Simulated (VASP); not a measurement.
# Br (Cmce) in VASP: single point with r2SCAN

Aim: the single point of Br with r2SCAN.

All numbers are computed with VASP 6.6.1; they aren't measurements. Logs are shortened: lines on timing, memory, paths and dates and some standing lists are left out, and cuts for length are marked.

## Step 1: The cell of the first run

It takes space group Cmce (No. 64, orthorhombic). Conventional cell: a = 7.112 Å, b = 4.255 Å, c = 8.770 Å, α = 90.00°, β = 90.00°, γ = 90.00°. Within 3.2 Å of Br (site symmetry m) lie 3 Br at 2.35 to 3.17 Å.

## Step 2: Single point, r2SCAN

Contents of POSCAR:

```
Br
1.0
    3.5561454479     -2.1274589172      0.0000000000
    3.5561454479      2.1274589172      0.0000000000
    0.0000000000      0.0000000000      8.7699814768
Br
4
Direct
    0.8608174979      0.1391825021      0.1157818231
    0.6391825021      0.3608174979      0.6157818231
    0.1391825021      0.8608174979      0.8842181769
    0.3608174979      0.6391825021      0.3842181769
```

Contents of INCAR.step1:

```
PREC     = Accurate       # precision mode
ENCUT    = 520            # plane-wave cutoff, eV
ISMEAR   = -1             # smearing method
SIGMA    = 0.1            # smearing width, eV
LREAL    = F              # projectors in reciprocal space
LASPH    = T              # aspherical terms in the spheres
NELM     = 80             # most SCF steps
NBANDS   = 22             # bands
GGA      = PE             # functional
ALGO     = Normal         # electronic algorithm
EDIFF    = 1E-4           # SCF threshold, eV
LWAVE    = T              # write WAVECAR
LCHARG   = F              # write CHGCAR
```

Contents of INCAR.step2:

```
PREC     = Accurate       # precision mode
ENCUT    = 520            # plane-wave cutoff, eV
EDIFF    = 1E-7           # SCF threshold, eV
ISMEAR   = -1             # smearing method
SIGMA    = 0.1            # smearing width, eV
LREAL    = F              # projectors in reciprocal space
LASPH    = T              # aspherical terms in the spheres
NELM     = 80             # most SCF steps
ALGO     = Normal         # electronic algorithm
ISIF     = 2              # what is computed and relaxed
LWAVE    = F              # write WAVECAR
LCHARG   = F              # write CHGCAR
METAGGA  = R2SCAN         # meta-GGA
LMIXTAU  = T            
NBANDS   = 22             # bands
ISTART   = 1
```

Contents of KPOINTS:

```
Automatic mesh
0
Gamma
  5 5 2
```

Potentials or basis: VASP PAW PBE potentials, release 64 (Br).

Command:

```
$ cat potpaw_PBE.64/Br/POTCAR > POTCAR
$ cp INCAR.step1 INCAR
$ mpirun -np 1 vasp_std > vasp.out
$ cp INCAR.step2 INCAR
$ mpirun -np 1 vasp_std > vasp.out
```

OUTCAR:

```text
PREC = Accurate
   ENCUT = 520
   EDIFF = 1E-7
   ISMEAR = -1
   LREAL = F
   LASPH = T
   NELM = 80
   ISIF = 2
   METAGGA = R2SCAN
   ISTART = 1

 ion  position               nearest neighbor table
   1  0.861  0.139  0.116-   3 2.35
   2  0.639  0.361  0.616-   4 2.35
   3  0.139  0.861  0.884-   1 2.35
   4  0.361  0.639  0.384-   2 2.35

  LATTYP: Found a base centered orthorhombic cell.
 ALAT       =     4.2549178344
 B/A-ratio  =     1.6715460022
 C/A-ratio  =     2.0611400309

  Lattice vectors:

 A1 = (  -3.5561454479,  -2.1274589172,   0.0000000000)
 A2 = (   3.5561454479,  -2.1274589172,   0.0000000000)
 A3 = (   0.0000000000,   0.0000000000,   8.7699814768)

Analysis of symmetry for initial positions (statically):
=====================================================================
 Subroutine PRICEL returns:
 Original cell was already a primitive cell.

 Routine SETGRP: Setting up the symmetry group for a
 base centered orthorhombic supercell.

 Subroutine GETGRP returns: Found  8 space group operations
 (whereof  4 operations were pure point group operations)
 out of a pool of  8 trial point group operations.

The static configuration has the point symmetry C_2h.
 The point group associated with its full space group is D_2h.

Analysis of symmetry for dynamics (positions and initial velocities):
=====================================================================
 Subroutine PRICEL returns:
 Original cell was already a primitive cell.

 Routine SETGRP: Setting up the symmetry group for a
 base centered orthorhombic supercell.

 Subroutine GETGRP returns: Found  8 space group operations
 (whereof  4 operations were pure point group operations)
 out of a pool of  8 trial point group operations.

The dynamic configuration has the point symmetry C_2h.
 The point group associated with its full space group is D_2h.

 Subroutine INISYM returns: Found  8 space group operations
 (whereof  4 operations are pure point group operations),
 and found     1 'primitive' translations

----------------------------------------------------------------------------------------

                                     Primitive cell

  volume of cell :     132.6995

  direct lattice vectors                    reciprocal lattice vectors
     3.556145448 -2.127458917  0.000000000     0.140601673 -0.235022165  0.000000000
     3.556145448  2.127458917  0.000000000     0.140601673  0.235022165  0.000000000
     0.000000000  0.000000000  8.769981477     0.000000000  0.000000000  0.114025326

  length of vectors
     4.143941589  4.143941589  8.769981477     0.273869035  0.273869035  0.114025326

  position of ions in fractional coordinates (direct lattice)
     0.860817498  0.139182502  0.115781823
     0.639182502  0.360817498  0.615781823
     0.139182502  0.860817498  0.884218177
     0.360817498  0.639182502  0.384218177

  ion indices of the primitive-cell ions
   primitive index   ion index
                 1           1
                 2           2
                 3           3
                 4           4

----------------------------------------------------------------------------------------

 KPOINTS: Automatic mesh

Automatic generation of k-mesh.
 Grid dimensions read from file:
 generate k-points for:    5    5    2

 Generating k-lattice:

  Cartesian coordinates                     Fractional coordinates (reciprocal lattice)
     0.028120335 -0.047004433  0.000000000     0.200000000  0.000000000  0.000000000
     0.028120335  0.047004433  0.000000000     0.000000000  0.200000000  0.000000000
     0.000000000  0.000000000  0.057012663     0.000000000  0.000000000  0.500000000

  Length of vectors
     0.054773807  0.054773807  0.057012663

  Shift w.r.t. Gamma in fractional coordinates (k-lattice)
     0.000000000  0.000000000  0.000000000

 Subroutine IBZKPT returns following result:
 ===========================================

 Found     18 irreducible k-points:

 Following reciprocal coordinates:
            Coordinates               Weight
  0.000000  0.000000  0.000000      1.000000
  0.200000  0.000000  0.000000      4.000000
  0.400000  0.000000  0.000000      4.000000
  0.200000  0.200000  0.000000      2.000000
  0.400000  0.200000  0.000000      4.000000
 -0.400000  0.200000  0.000000      4.000000
[... 10 lines left out ...]
  0.400000  0.400000  0.500000      2.000000
 -0.400000  0.400000  0.500000      2.000000
   k-points           NKPTS =     18   k-points in BZ     NKDIM =     18   number of bands    NBANDS=     22
   number of dos      NEDOS =    301   number of ions     NIONS =      4
   total plane-waves  NPLWV =  71680
   dimension x,y,z NGX =    32 NGY =   32 NGZ =   70
   dimension x,y,z NGXF=    64 NGYF=   64 NGZF=  140
   ions per type =               4
   NGX,Y,Z   is equivalent  to a cutoff of  12.84, 12.84, 13.27 a.u.
   NGXF,Y,Z  is equivalent  to a cutoff of  25.68, 25.68, 26.54 a.u.
 SYSTEM =  unknown system
   PREC   = accura    normal or accurate (medium, high low for compatibility)
   ISTART =      1    job   : 0-new  1-cont  2-samecut
   ICHARG =      0    charge: 1-file 2-atom 10-const
   ISPIN  =      1    spin polarized calculation?
   LNONCOLLINEAR =      F non collinear calculations
   LSORBIT =      F    spin-orbit coupling
   LASPH  =      T    aspherical Exc in radial PAW
   ENCUT  =  520.0 eV  38.22 Ry    6.18 a.u.   7.70  7.70 16.31*2*pi/ulx,y,z
   NELM   =     80;   NELMIN=  2; NELMDL=  0     # of ELM steps
   EDIFF  = 0.1E-06   stopping-criterion for ELM
   LREAL  =      F    real-space projection
   EDIFFG = 0.1E-05   stopping-criterion for IOM
   NSW    =      0    number of steps for IOM
   IBRION =     -1    ionic relax: 0-MD 1-quasi-New 2-CG
   NFREE  =      0    steps in history (QN), initial steepest desc. (CG)
   ISIF   =      2    stress and relaxation
   ISYM   =      2    0-nonsym 1-usesym 2-fastsym
   POTIM  = 0.5000    time-step for ionic-motion
   TEBEG  =    0.0;   TEEND  =   0.0 temperature during run
   PSTRESS=    0.0 pullay stress
   NELECT =      28.0000    total number of electrons
   NUPDOWN=      -1.0000    fix difference up-down
   EMIN   =  10.00;   EMAX   =-10.00  energy-range for DOS
   EFERMI =   0.00;   METHOD = LEGACY
   ISMEAR =    -1;   SIGMA  =   0.10  broadening in eV -4-tet -1-fermi 0-gaus
   EFERMI_NEDOS =   21; number of points for ismear=-14 and -15
   IALGO  =     38    algorithm
   IMIX   =      4    mixing-type and parameters
     AMIX     =   0.40;   BMIX     =  1.00
     AMIX_MAG =   1.60;   BMIX_MAG =  1.00
  volume/ion in A,a.u.               =      33.17       223.88
  Fermi-wavevector in a.u.,A,eV,Ry     =   0.974625  1.841775 12.924101  0.949895
  Thomas-Fermi vector in A             =   2.105100
   LORBIT       =      0    0 simple, 1 ext, 2 COOP (PROOUT), +10 PAW based schemes
   METAGGA = R2SCAN    functional components
   LHFCALC =     F    Hartree Fock is set to
   AEXX    =    0.0000 exact exchange contribution
   IVDW    =     0    specifies the selected vdW correction
   LEPSILON=     F    determine dielectric tensor
   LRPA    =     F    only Hartree local field effects (RPA)
 non-spin polarized calculation
  energy-cutoff  :      520.00
  volume of cell :      132.70
 maximum number of plane-waves:      3592
   NGX = 15   NGY = 15   NGZ = 33

 number of electron      28.0000000 magnetization

 Free energy of the ion-electron system (eV)
  ---------------------------------------------------
  ext. energy  EPLUGINS =         0.00000000
  ---------------------------------------------------
  free energy    TOTEN  =       -53.02624936 eV

  energy without entropy =      -53.02611926  energy(sigma->0) =      -53.02618431

 E-fermi :   0.3541     XC(G=0):  -8.3927

 val. band max:       -0.4832351417   @ k =   0.0000   0.0000   0.0000
 cond. band min:       1.1885580639   @ k =   0.0000   0.0000   0.0000
 fundamental gap:      1.6717932056
 Fermi energy:         0.3541234417

 k-point     1 :       0.0000    0.0000    0.0000
  band No.  band energies     occupation
      1     -16.9514      2.00000
      2     -16.4426      2.00000
      3     -14.4383      2.00000
      4     -13.4186      2.00000
      5      -5.7180      2.00000
      6      -4.2642      2.00000
[... 14 lines left out ...]
     21       9.7347      0.00000
     22      10.1015      0.00000

 k-point     2 :       0.2000    0.0000    0.0000
  band No.  band energies     occupation
      1     -16.8395      2.00000
      2     -16.4173      2.00000
      3     -14.3448      2.00000
      4     -13.5278      2.00000
      5      -5.7073      2.00000
      6      -4.6072      2.00000
[... 14 lines left out ...]
     21       9.0703      0.00000
     22       9.7426      0.00000

 k-point     3 :       0.4000    0.0000    0.0000
  band No.  band energies     occupation
      1     -16.5958      2.00000
      2     -16.4272      2.00000
      3     -14.1066      2.00000
      4     -13.8008      2.00000
      5      -5.6825      2.00000
      6      -5.3272      2.00000
[... 14 lines left out ...]
     21       9.9644      0.00000
     22      10.9398      0.00000

 k-point     4 :       0.2000    0.2000    0.0000
  band No.  band energies     occupation
      1     -16.8868      2.00000
      2     -16.3965      2.00000
      3     -14.3811      2.00000
      4     -13.4074      2.00000
      5      -5.6591      2.00000
      6      -4.3205      2.00000
[... 14 lines left out ...]
     21       9.2868      0.00000
     22       9.3340      0.00000

 k-point     5 :       0.4000    0.2000    0.0000
  band No.  band energies     occupation
      1     -16.7469      2.00000
      2     -16.3597      2.00000
      3     -14.2615      2.00000
      4     -13.5239      2.00000
      5      -5.6287      2.00000
      6      -4.7087      2.00000
[... 14 lines left out ...]
     21       9.2113      0.00000
     22       9.7179      0.00000

 k-point     6 :      -0.4000    0.2000    0.0000
  band No.  band energies     occupation
      1     -16.5442      2.00000
      2     -16.4192      2.00000
      3     -14.0487      2.00000
      4     -13.8262      2.00000
      5      -5.5981      2.00000
      6      -5.3993      2.00000
[... 14 lines left out ...]
     21      10.2632      0.00000
     22      10.3360      0.00000

 k-point     7 :      -0.2000    0.2000    0.0000
  band No.  band energies     occupation
      1     -16.6277      2.00000
      2     -16.4326      2.00000
      3     -14.1411      2.00000
      4     -13.7841      2.00000
      5      -5.7049      2.00000
      6      -5.2485      2.00000
[... 174 lines left out ...]
      6      -5.2001      2.00000
[... 14 lines left out ...]
     21       9.2429      0.00000
     22       9.2429      0.00000

 k-point    15 :      -0.4000    0.2000    0.5000
  band No.  band energies     occupation
      1     -16.4837      2.00000
      2     -16.4837      2.00000
      3     -13.9374      2.00000
      4     -13.9374      2.00000
      5      -5.3020      2.00000
      6      -5.3020      2.00000
[... 14 lines left out ...]
     21      10.1131      0.00000
     22      10.1131      0.00000

 k-point    16 :      -0.2000    0.2000    0.5000
  band No.  band energies     occupation
      1     -16.5356      2.00000
      2     -16.5356      2.00000
      3     -13.9599      2.00000
      4     -13.9599      2.00000
      5      -5.3192      2.00000
      6      -5.3192      2.00000
[... 14 lines left out ...]
     21       9.4877      0.00000
     22       9.4877      0.00000

 k-point    17 :       0.4000    0.4000    0.5000
  band No.  band energies     occupation
      1     -16.5807      2.00000
      2     -16.5807      2.00000
      3     -13.8168      2.00000
      4     -13.8168      2.00000
      5      -5.0551      2.00000
      6      -5.0551      2.00000
[... 14 lines left out ...]
     21       9.3482      0.00000
     22       9.3482      0.00000

 k-point    18 :      -0.4000    0.4000    0.5000
  band No.  band energies     occupation
      1     -16.5257      2.00000
      2     -16.5257      2.00000
      3     -13.8509      2.00000
      4     -13.8509      2.00000
      5      -5.1797      2.00000
      6      -5.1797      2.00000
[... 14 lines left out ...]
     21       9.6577      0.00000
     22       9.6577      0.00000

------------------------ aborting loop because EDIFF is reached ----------------------------------------

  FORCE on cell =-STRESS in cart. coord.  units (eV):
  Direction    XX          YY          ZZ          XY          YZ          ZX
  --------------------------------------------------------------------------------------
  -------------------------------------------------------------------------------------
  Total       -0.0185214     -0.0351299     -0.0411962      0.0000000      0.0000000      0.0000000
  in kB       -0.2236219     -0.4241486     -0.4973913      0.0000000      0.0000000      0.0000000
  external PRESSURE =      -0.3817206 kB  Pullay stress =       0.0000000 kB

 VOLUME and BASIS-vectors are now :
 -----------------------------------------------------------------------------
  energy-cutoff  :      520.00
  volume of cell :      132.70
      direct lattice vectors                 reciprocal lattice vectors
     3.556145448 -2.127458917  0.000000000     0.140601673 -0.235022165  0.000000000
     3.556145448  2.127458917  0.000000000     0.140601673  0.235022165  0.000000000
     0.000000000  0.000000000  8.769981477     0.000000000  0.000000000  0.114025326

 POSITION                                       TOTAL-FORCE (eV/Angst)
 -----------------------------------------------------------------------------------
      3.55615     -1.53525      1.01540         0.000000     -0.000065     -0.001535
      3.55615     -0.59221      5.40040         0.000000      0.000065     -0.001535
      3.55615      1.53525      7.75458         0.000000      0.000065      0.001535
      3.55615      0.59221      3.36959         0.000000     -0.000065      0.001535
 -----------------------------------------------------------------------------------
    total drift:                                0.000000      0.000000      0.000000

  FREE ENERGIE OF THE ION-ELECTRON SYSTEM (eV)
  ---------------------------------------------------
  free  energy   TOTEN  =       -53.0262493615 eV

  energy  without entropy=      -53.0261192616  energy(sigma->0) =      -53.02618431
```

Wall time 3.3 min (1 thread of Intel Xeon Platinum 8259CL at 2.50GHz (Skylake/Cascade Lake), shared host); peak memory 0.28 GiB.

Results:

```
Free energy            : -53.0262 eV
Pressure               : 0.0 GPa
Band gap on the k mesh : 1.67 eV
```

Caveat: the PAW data sets were made with another functional, which shifts forces and pressure a little; an odd mesh through Γ misses points on the zone boundary, where band edges can lie.
